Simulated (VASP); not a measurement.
# HfN (Fm-3m) in VASP: a series of runs

Runs on HfN. Level: PBE. Tasks: single point, relaxation of cell and atoms.

Everything below comes from runs of VASP 6.6.1. Logs are shortened: lines on timing, memory, paths and dates and some standing lists are left out, and cuts for length are marked.

### Step 1. The cell of the first run

The structure is cubic, space group Fm-3m (No. 225). Conventional cell: a = 4.548 Å, b = 4.548 Å, c = 4.548 Å, α = 90.00°, β = 90.00°, γ = 90.00°. Hf (site symmetry m-3m) has 6 N at 2.27 Å within 3.0 Å. N (site symmetry m-3m) has 6 Hf at 2.27 Å within 3.0 Å.

### Step 2. Single point, PBE

Contents of INCAR:

```
SYSTEM = HfN
PREC     = Accurate       ! precision mode
ENCUT    = 600            ! plane-wave cutoff, eV
EDIFF    = 1E-6           ! SCF threshold, eV
ISMEAR   = 1              ! smearing method
SIGMA    = 0.15           ! smearing width, eV
LREAL    = .FALSE.        ! projectors in reciprocal space
LASPH    = .TRUE.         ! aspherical terms in the spheres
NELM     = 120            ! most SCF steps
ALGO     = Normal         ! electronic algorithm
ISIF     = 2              ! what is computed and relaxed
LWAVE    = .FALSE.        ! write WAVECAR
LCHARG   = .FALSE.        ! write CHGCAR
GGA      = PE             ! functional
NBANDS   = 14             ! bands
GGA_COMPAT= .FALSE.
```

Contents of KPOINTS:

```
Automatic mesh
0
G
  9 9 9
  0 0 0
```

Contents of POSCAR:

```
HfN
1.0
    0.0000000000      2.2737745046      2.2737745046
    2.2737745046      0.0000000000      2.2737745046
    2.2737745046      2.2737745046      0.0000000000
Hf N
1 1
Direct
    0.0000000000      0.0000000000      0.0000000000
    0.5000000000      0.5000000000      0.5000000000
```

Potentials or basis: VASP PAW PBE potentials, release 64 (Hf_pv, N).

Launch:

```console
$ cat potpaw_PBE.64/Hf_pv/POTCAR potpaw_PBE.64/N/POTCAR > POTCAR
$ mpirun -np 1 vasp_std > vasp.out
```

OUTCAR:

```text
SYSTEM = HfN
   PREC = Accurate
   ENCUT = 600
   EDIFF = 1E-6
   ISMEAR = 1
   LREAL = .FALSE.
   LASPH = .TRUE.
   NELM = 120
   ISIF = 2
   GGA = PE

 ion  position               nearest neighbor table
   1  0.000  0.000  0.000-   2 2.27   2 2.27   2 2.27   2 2.27   2 2.27   2 2.27
   2  0.500  0.500  0.500-   1 2.27   1 2.27   1 2.27   1 2.27   1 2.27   1 2.27

  LATTYP: Found a face centered cubic cell.
 ALAT       =     4.5475490092

  Lattice vectors:

 A1 = (   0.0000000000,   2.2737745046,   2.2737745046)
 A2 = (   2.2737745046,   0.0000000000,   2.2737745046)
 A3 = (   2.2737745046,   2.2737745046,   0.0000000000)

Analysis of symmetry for initial positions (statically):
=====================================================================
 Subroutine PRICEL returns:
 Original cell was already a primitive cell.

 Routine SETGRP: Setting up the symmetry group for a
 face centered cubic supercell.

 Subroutine GETGRP returns: Found 48 space group operations
 (whereof 48 operations were pure point group operations)
 out of a pool of 48 trial point group operations.

The static configuration has the point symmetry O_h .

Analysis of symmetry for dynamics (positions and initial velocities):
=====================================================================
 Subroutine PRICEL returns:
 Original cell was already a primitive cell.

 Routine SETGRP: Setting up the symmetry group for a
 face centered cubic supercell.

 Subroutine GETGRP returns: Found 48 space group operations
 (whereof 48 operations were pure point group operations)
 out of a pool of 48 trial point group operations.

The dynamic configuration has the point symmetry O_h .

 Subroutine INISYM returns: Found 48 space group operations
 (whereof 48 operations are pure point group operations),
 and found     1 'primitive' translations

----------------------------------------------------------------------------------------

                                     Primitive cell

  volume of cell :      23.5111

  direct lattice vectors                    reciprocal lattice vectors
     0.000000000  2.273774505  2.273774505    -0.219898675  0.219898675  0.219898675
     2.273774505  0.000000000  2.273774505     0.219898675 -0.219898675  0.219898675
     2.273774505  2.273774505  0.000000000     0.219898675  0.219898675 -0.219898675

  length of vectors
     3.215602742  3.215602742  3.215602742     0.380875677  0.380875677  0.380875677

  position of ions in fractional coordinates (direct lattice)
     0.000000000  0.000000000  0.000000000
     0.500000000  0.500000000  0.500000000

  ion indices of the primitive-cell ions
   primitive index   ion index
                 1           1
                 2           2

----------------------------------------------------------------------------------------

 KPOINTS: Automatic mesh

Automatic generation of k-mesh.
 Grid dimensions read from file:
 generate k-points for:    9    9    9

 Generating k-lattice:

  Cartesian coordinates                     Fractional coordinates (reciprocal lattice)
    -0.024433186  0.024433186  0.024433186     0.111111111  0.000000000  0.000000000
     0.024433186 -0.024433186  0.024433186     0.000000000  0.111111111  0.000000000
     0.024433186  0.024433186 -0.024433186     0.000000000  0.000000000  0.111111111

  Length of vectors
     0.042319520  0.042319520  0.042319520

  Shift w.r.t. Gamma in fractional coordinates (k-lattice)
     0.000000000  0.000000000  0.000000000

 Subroutine IBZKPT returns following result:
 ===========================================

 Found     35 irreducible k-points:

 Following reciprocal coordinates:
            Coordinates               Weight
  0.000000  0.000000  0.000000      1.000000
  0.111111  0.000000  0.000000      8.000000
  0.222222  0.000000  0.000000      8.000000
  0.333333  0.000000  0.000000      8.000000
  0.444444  0.000000  0.000000      8.000000
  0.111111  0.111111  0.000000      6.000000
[... 16 lines left out ...]
 -0.333333  0.333333  0.000000     12.000000
  0.444444  0.444444  0.000000      6.000000
 [... further k-points ...]
   k-points           NKPTS =     35   k-points in BZ     NKDIM =     35   number of bands    NBANDS=     14
   number of dos      NEDOS =    301   number of ions     NIONS =      2
   total plane-waves  NPLWV =  21952
   dimension x,y,z NGX =    28 NGY =   28 NGZ =   28
   dimension x,y,z NGXF=    56 NGYF=   56 NGZF=   56
   ions per type =               1   1
   NGX,Y,Z   is equivalent  to a cutoff of  14.48, 14.48, 14.48 a.u.
   NGXF,Y,Z  is equivalent  to a cutoff of  28.95, 28.95, 28.95 a.u.
 SYSTEM =  HfN
   PREC   = accura    normal or accurate (medium, high low for compatibility)
   ISTART =      0    job   : 0-new  1-cont  2-samecut
   ICHARG =      2    charge: 1-file 2-atom 10-const
   ISPIN  =      1    spin polarized calculation?
   LNONCOLLINEAR =      F non collinear calculations
   LSORBIT =      F    spin-orbit coupling
   LASPH  =      T    aspherical Exc in radial PAW
   ENCUT  =  600.0 eV  44.10 Ry    6.64 a.u.   6.42  6.42  6.42*2*pi/ulx,y,z
   NELM   =    120;   NELMIN=  2; NELMDL= -5     # of ELM steps
   EDIFF  = 0.1E-05   stopping-criterion for ELM
   LREAL  =      F    real-space projection
   EDIFFG = 0.1E-04   stopping-criterion for IOM
   NSW    =      0    number of steps for IOM
   IBRION =     -1    ionic relax: 0-MD 1-quasi-New 2-CG
   NFREE  =      0    steps in history (QN), initial steepest desc. (CG)
   ISIF   =      2    stress and relaxation
   ISYM   =      2    0-nonsym 1-usesym 2-fastsym
   POTIM  = 0.5000    time-step for ionic-motion
   TEBEG  =    0.0;   TEEND  =   0.0 temperature during run
   PSTRESS=    0.0 pullay stress
   NELECT =      15.0000    total number of electrons
   NUPDOWN=      -1.0000    fix difference up-down
   EMIN   =  10.00;   EMAX   =-10.00  energy-range for DOS
   EFERMI =   0.00;   METHOD = LEGACY
   ISMEAR =     1;   SIGMA  =   0.15  broadening in eV -4-tet -1-fermi 0-gaus
   EFERMI_NEDOS =   21; number of points for ismear=-14 and -15
   IALGO  =     38    algorithm
   IMIX   =      4    mixing-type and parameters
     AMIX     =   0.40;   BMIX     =  1.00
     AMIX_MAG =   1.60;   BMIX_MAG =  1.00
  volume/ion in A,a.u.               =      11.76        79.33
  Fermi-wavevector in a.u.,A,eV,Ry     =   1.409336  2.663259 27.024270  1.986228
  Thomas-Fermi vector in A             =   2.531402
   LORBIT       =      0    0 simple, 1 ext, 2 COOP (PROOUT), +10 PAW based schemes
   GGA     = PE    functional components
   LHFCALC =     F    Hartree Fock is set to
   AEXX    =    0.0000 exact exchange contribution
   IVDW    =     0    specifies the selected vdW correction
   LEPSILON=     F    determine dielectric tensor
   LRPA    =     F    only Hartree local field effects (RPA)
 non-spin polarized calculation
 Methfessel and Paxton  Order N= 1 SIGMA  =   0.15
  energy-cutoff  :      600.00
  volume of cell :       23.51
 maximum number of plane-waves:       801
 NGX is ok and might be reduce to    28
   NGX = 13   NGY = 13   NGZ = 13

 number of electron      15.0000000 magnetization

 Free energy of the ion-electron system (eV)
  ---------------------------------------------------
  ext. energy  EPLUGINS =         0.00000000
  ---------------------------------------------------
  free energy    TOTEN  =       -21.76523379 eV

  energy without entropy =      -21.76293515  energy(sigma->0) =      -21.76446758

 E-fermi :   8.1969     XC(G=0): -12.6308

 val. band max:        8.1836534453   @ k =   0.4444   0.2222   0.1111
 cond. band min:       8.2591434822   @ k =   0.1111   0.0000   0.0000
 fundamental gap:      0.0754900369
 Fermi energy:         8.1969149909

 k-point     1 :       0.0000    0.0000    0.0000
  band No.  band energies     occupation
      1     -23.0234      2.00000
      2     -23.0234      2.00000
      3     -23.0234      2.00000
      4      -9.1828      2.00000
      5       5.2077      2.00000
      6       5.2077      2.00000
      7       5.2077      2.00000
      8       7.8736      2.00938
      9       7.8736      2.00938
     10       7.8736      2.00938
     11       9.8226     -0.00000
     12      10.1300     -0.00000
     13      10.1300     -0.00000
     14      17.7270      0.00000

 k-point     2 :       0.1111    0.0000    0.0000
  band No.  band energies     occupation
      1     -23.1366      2.00000
      2     -23.0331      2.00000
      3     -23.0331      2.00000
      4      -8.9155      2.00000
      5       4.1235      2.00000
      6       4.5797      2.00000
      7       4.5797      2.00000
      8       8.1208      1.74863
      9       8.2591      0.36036
     10       8.2591      0.36036
     11      10.6759     -0.00000
     12      10.9963     -0.00000
     13      10.9963     -0.00000
     14      18.6374      0.00000

 k-point     3 :       0.2222    0.0000    0.0000
  band No.  band energies     occupation
      1     -23.4109      2.00000
      2     -23.0574      2.00000
      3     -23.0574      2.00000
      4      -8.2133      2.00000
      5       2.2744      2.00000
      6       3.5052      2.00000
      7       3.5052      2.00000
      8       8.5741     -0.00217
      9       9.2127     -0.00000
     10       9.2127     -0.00000
     11      12.3061      0.00000
     12      12.8765      0.00000
     13      12.8765      0.00000
     14      20.3284      0.00000
[... 324 lines left out ...]
 k-point    23 :      -0.3333    0.3333    0.0000
  band No.  band energies     occupation
      1     -23.6064      2.00000
      2     -23.5498      2.00000
      3     -23.1939      2.00000
      4      -7.2956      2.00000
      5       1.1759      2.00000
      6       2.6986      2.00000
      7       2.8309      2.00000
      8       8.7421     -0.00000
      9      11.2657      0.00000
     10      11.8640      0.00000
     11      13.5880      0.00000
     12      15.8919      0.00000
     13      17.8963      0.00000
     14      19.8488      0.00000

 k-point    24 :       0.4444    0.4444    0.0000
  band No.  band energies     occupation
      1     -23.7430      2.00000
      2     -23.3017      2.00000
      3     -23.3017      2.00000
      4      -8.0615      2.00000
      5       2.5871      2.00000
      6       4.5045      2.00000
      7       4.5045      2.00000
      8       4.5585      2.00000
      9      12.1238      0.00000
     10      13.3566      0.00000
     11      13.5013      0.00000
     12      13.5013      0.00000
     13      16.2695      0.00000
     14      17.4400      0.00000

 [... further k-points ...]

------------------------ aborting loop because EDIFF is reached ----------------------------------------

  FORCE on cell =-STRESS in cart. coord.  units (eV):
  Direction    XX          YY          ZZ          XY          YZ          ZX
  --------------------------------------------------------------------------------------
  -------------------------------------------------------------------------------------
  Total       -0.3530605     -0.3530605     -0.3530605     -0.0000000      0.0000000      0.0000000
  in kB      -24.0595489    -24.0595489    -24.0595489     -0.0000000      0.0000000      0.0000000
  external PRESSURE =     -24.0595489 kB  Pullay stress =       0.0000000 kB

 VOLUME and BASIS-vectors are now :
 -----------------------------------------------------------------------------
  energy-cutoff  :      600.00
  volume of cell :       23.51
      direct lattice vectors                 reciprocal lattice vectors
     0.000000000  2.273774505  2.273774505    -0.219898675  0.219898675  0.219898675
     2.273774505  0.000000000  2.273774505     0.219898675 -0.219898675  0.219898675
     2.273774505  2.273774505  0.000000000     0.219898675  0.219898675 -0.219898675

 POSITION                                       TOTAL-FORCE (eV/Angst)
 -----------------------------------------------------------------------------------
      0.00000      0.00000      0.00000        -0.000000     -0.000000     -0.000000
      2.27377      2.27377      2.27377         0.000000      0.000000      0.000000
 -----------------------------------------------------------------------------------
    total drift:                                0.000000      0.000000      0.000000

  FREE ENERGIE OF THE ION-ELECTRON SYSTEM (eV)
  ---------------------------------------------------
  free  energy   TOTEN  =       -21.7652337941 eV

  energy  without entropy=      -21.7629351521  energy(sigma->0) =      -21.76446758
```

It took 27 s on 1 thread of AMD EPYC 7R43 (Zen 3), shared host; peak memory 0.13 GiB.

Results:

- Free energy: -21.7652 eV
- Pressure: -2.4 GPa
- Band gap on the k mesh: zero (an odd number of electrons rules out a gap without spin polarisation)

Caveat: spin-orbit coupling is left out, which moves the levels of the heavy elements.

### Step 3. Relaxation of cell and atoms, PBE

This run uses another cell than the first one, of 11.48 Å³/atom.

Contents of INCAR:

```
PREC     = Accurate       # precision mode
ENCUT    = 600            # plane-wave cutoff, eV
EDIFF    = 1E-7           # SCF threshold, eV
ISMEAR   = 1              # smearing method
SIGMA    = 0.15           # smearing width, eV
LREAL    = F              # projectors in reciprocal space
LASPH    = T              # aspherical terms in the spheres
NELM     = 120            # most SCF steps
ALGO     = Normal         # electronic algorithm
ISIF     = 3              # what is computed and relaxed
LWAVE    = F              # write WAVECAR
LCHARG   = F              # write CHGCAR
GGA      = PE             # functional
IBRION   = 2              # ionic algorithm
NSW      = 60             # ionic steps
EDIFFG   = -0.02          # ionic threshold
GGA_COMPAT= F            
NELMIN   = 4
```

Contents of KPOINTS:

```
regular mesh
0
Gamma
  9 9 9
```

Contents of POSCAR:

```
HfN
1.0
    0.0000000000      2.2560000000      2.2560000000
    2.2560000000      0.0000000000      2.2560000000
    2.2560000000      2.2560000000      0.0000000000
Hf N
1 1
Direct
    0.0000000000      0.0000000000      0.0000000000
    0.5000000000      0.5000000000      0.5000000000
```

Potentials or basis: VASP PAW PBE potentials, release 64 (Hf_pv, N).

Launch:

```console
$ cat potpaw_PBE.64/Hf_pv/POTCAR potpaw_PBE.64/N/POTCAR > POTCAR
$ mpirun -np 1 vasp_std > vasp.out
```

OUTCAR:

```text
PREC = Accurate
   ENCUT = 600
   EDIFF = 1E-7
   ISMEAR = 1
   LREAL = F
   LASPH = T
   NELM = 120
   ISIF = 3
   GGA = PE
   IBRION = 2
   NSW = 60
   EDIFFG = -0.02
   NELMIN = 4

 ion  position               nearest neighbor table
   1  0.000  0.000  0.000-   2 2.26   2 2.26   2 2.26   2 2.26   2 2.26   2 2.26
   2  0.500  0.500  0.500-   1 2.26   1 2.26   1 2.26   1 2.26   1 2.26   1 2.26

  LATTYP: Found a face centered cubic cell.
 ALAT       =     4.5120000000

  Lattice vectors:

 A1 = (   0.0000000000,   2.2560000000,   2.2560000000)
 A2 = (   2.2560000000,   0.0000000000,   2.2560000000)
 A3 = (   2.2560000000,   2.2560000000,   0.0000000000)

Analysis of symmetry for initial positions (statically):
[... 259 lines left out ...]
 val. band max:        8.2626071610   @ k =   0.4444   0.2222   0.1111
 cond. band min:       8.3379061533   @ k =   0.1111   0.0000   0.0000
 fundamental gap:      0.0752989923
 Fermi energy:         8.2759015744

 k-point     1 :       0.0000    0.0000    0.0000
  band No.  band energies     occupation
      1     -22.9094      2.00000
      2     -22.9094      2.00000
      3     -22.9094      2.00000
      4      -9.1570      2.00000
      5       5.2756      2.00000
      6       5.2756      2.00000
      7       5.2756      2.00000
      8       7.9481      2.00840
      9       7.9481      2.00840
     10       7.9481      2.00840
     11       9.9852     -0.00000
[... 309 lines left out ...]
 k-point    24 :       0.4444    0.4444    0.0000
  band No.  band energies     occupation
      1     -23.6528      2.00000
      2     -23.1967      2.00000
      3     -23.1967      2.00000
      4      -8.0309      2.00000
      5       2.6613      2.00000
      6       4.5772      2.00000
      7       4.5772      2.00000
      8       4.5989      2.00000
      9      12.2496      0.00000
     10      13.5350      0.00000
     11      13.6477      0.00000

 [... further k-points ...]
[... 5 lines left out ...]
  --------------------------------------------------------------------------------------
  -------------------------------------------------------------------------------------
  Total       -0.0029436     -0.0029436     -0.0029436      0.0000000     -0.0000000      0.0000000
  in kB       -0.2023920     -0.2023920     -0.2023920      0.0000000     -0.0000000      0.0000000
  external PRESSURE =      -0.2023920 kB  Pullay stress =       0.0000000 kB
[... 17 lines left out ...]
  FREE ENERGIE OF THE ION-ELECTRON SYSTEM (eV)
  ---------------------------------------------------
  free  energy   TOTEN  =       -21.7660769951 eV

  energy  without entropy=      -21.7637744353  energy(sigma->0) =      -21.76530948

 reached required accuracy - stopping structural energy minimisation
```

OSZICAR:

```text
N       E                     dE             d eps       ncg     rms          rms(c)
DAV:   1     0.427044967504E+02    0.42704E+02   -0.88441E+03   770   0.143E+03
DAV:   2    -0.222696577483E+02   -0.64974E+02   -0.61740E+02  1008   0.275E+02
DAV:   3    -0.247428382703E+02   -0.24732E+01   -0.24561E+01   990   0.470E+01
DAV:   4    -0.247685529388E+02   -0.25715E-01   -0.25553E-01   942   0.469E+00
[... 26 lines left out ...]
DAV:   4    -0.217660912555E+02    0.31446E-03   -0.11259E-03   972   0.351E-01    0.587E-01
DAV:   5    -0.217660773213E+02    0.13934E-04   -0.10868E-04   915   0.867E-02    0.617E-02
DAV:   6    -0.217660776070E+02   -0.28566E-06   -0.12258E-05   940   0.337E-02    0.144E-02
DAV:   7    -0.217660770065E+02    0.60042E-06   -0.52251E-07   880   0.779E-03    0.643E-03
DAV:   8    -0.217660769951E+02    0.11417E-07   -0.72984E-08   463   0.208E-03
   3 F= -.21766077E+02 E0= -.21765309E+02  d E =-.418737E-02
```

CONTCAR:

```text
HfN
   1.00000000000000
    -0.0000000000000000    2.2670283585084166    2.2670283585084166
     2.2670283585084166    0.0000000000000000    2.2670283585084166
     2.2670283585084166    2.2670283585084166    0.0000000000000000
  Hf              N
     1     1
Direct
     0.0000000000000000    0.0000000000000000    0.0000000000000000
     0.5000000000000000    0.5000000000000000    0.5000000000000000

  0.00000000E+00  0.00000000E+00  0.00000000E+00
  0.00000000E+00  0.00000000E+00  0.00000000E+00
```

Run time: 50 s. Hardware: 1 thread of AMD EPYC 7R43 (Zen 3), shared host; peak memory 0.13 GiB.

Results:

```
Free energy                           : -21.7661 eV
Relaxed volume                        : 11.65 Å³/atom
Relaxed cell                          : a = 3.206 Å, b = 3.206 Å, c = 3.206 Å, α = 60.00°, β = 60.00°, γ = 60.00°
Space group after relaxing (to 0.1 Å) : Fm-3m (No. 225)
Energy gained by relaxing             : 2.1 meV/atom
Ionic steps                           : 3
Pressure after relaxing               : 0.0 GPa
Band gap on the k mesh                : zero (an odd number of electrons rules out a gap without spin polarisation)
```

Step by step:
```tsv
step	energy change (eV)	largest force (eV/Å)	pressure (GPa)	volume (Å³)
1	0.0000	0.0000	4.06	22.96
2	0.0101	0.0000	-6.94	23.94
3	-0.0042	0.0000	-0.02	23.30
```

Final structure:
```xyz
2
Lattice="0.0000 2.2670 2.2670 2.2670 0.0000 2.2670 2.2670 2.2670 0.0000" Properties=species:S:1:pos:R:3 pbc="T T T"
Hf    0.0000    0.0000    0.0000
N     2.2670    2.2670    2.2670
```

Levels at points of the mesh, in eV from the Fermi level:
| k point | band 6 | band 7 | band 8 | band 9 | band 10 | band 11 |
| --- | --- | --- | --- | --- | --- | --- |
| (0.00, 0.00, 0.00) | -3.00 | -3.00 | -0.33 | -0.33 | -0.33 | 1.71 |

Caveat: spin-orbit coupling is left out, which moves the levels of the heavy elements. PBE usually gives volumes a little too large and moduli too small.
